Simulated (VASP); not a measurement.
Set up this calculation in VASP 6.6.1, as the native input.

- Task: single point
- Functional: PBE
- Potentials or basis: VASP PAW PBE potentials, release 64 (Zn, Sn_d, N)
- Cutoff: 520 eV
- k mesh: 6 × 6 × 2
- Occupations: gaussian, width 0.1 eV
- Spin: no spin polarisation
- Dipole correction: no
- Further INCAR settings: ALGO = Normal; EDIFF = 1e-07; NBANDS = 46

The structure of ZnSn4N lies in POSCAR:

```
ZnSn4N
1.0
    3.4815221664     -0.0000000030      0.0000000000
   -1.7407610806      3.0150866415      0.0000000000
    0.0000000000      0.0000000000     12.6680943673
Zn Sn N
1 4 1
Direct
    0.6666666667      0.3333333333      0.0000000000
    0.3333333333      0.6666666667      0.6194970261
    0.0000000000      0.0000000000      0.8404188856
    0.0000000000      0.0000000000      0.1595811144
    0.3333333333      0.6666666667      0.3805029739
    0.6666666667      0.3333333333      0.5000000000
```

The cell was generated, and may not be a known phase.

These files were run (other wordings do the same):

INCAR

```
SYSTEM = ZnSn4N
  ALGO = Normal
  EDIFF = 1E-7
  ENCUT = 520
  GGA = PE
  ISIF = 2
  ISMEAR = 0
  LASPH = .TRUE.
  LCHARG = .FALSE.
  LREAL = .FALSE.
  LWAVE = .FALSE.
  NBANDS = 46
  NELM = 80
  PREC = Accurate
  SIGMA = 0.1
```

KPOINTS

```
k-points
0
G
  6 6 2
  0 0 0
```

Potentials or basis: VASP PAW PBE potentials, release 64 (Zn, Sn_d, N).

The run is started by

```bash
$ cat potpaw_PBE.64/Zn/POTCAR potpaw_PBE.64/Sn_d/POTCAR potpaw_PBE.64/N/POTCAR > POTCAR
$ mpirun -np 1 vasp_std > vasp.out
```

Results of the run:

The pressure is 0.0 GPa. The largest force is 0.045 eV/Å. The band gap on the k mesh is zero (an odd number of electrons rules out a gap without spin polarisation).

Caveat: spin-orbit coupling is left out, which moves the levels of the heavy elements.

It took 2.9 min on 1 thread of Intel Xeon 8259CL, with other jobs on the host, peak memory 0.3 GiB.
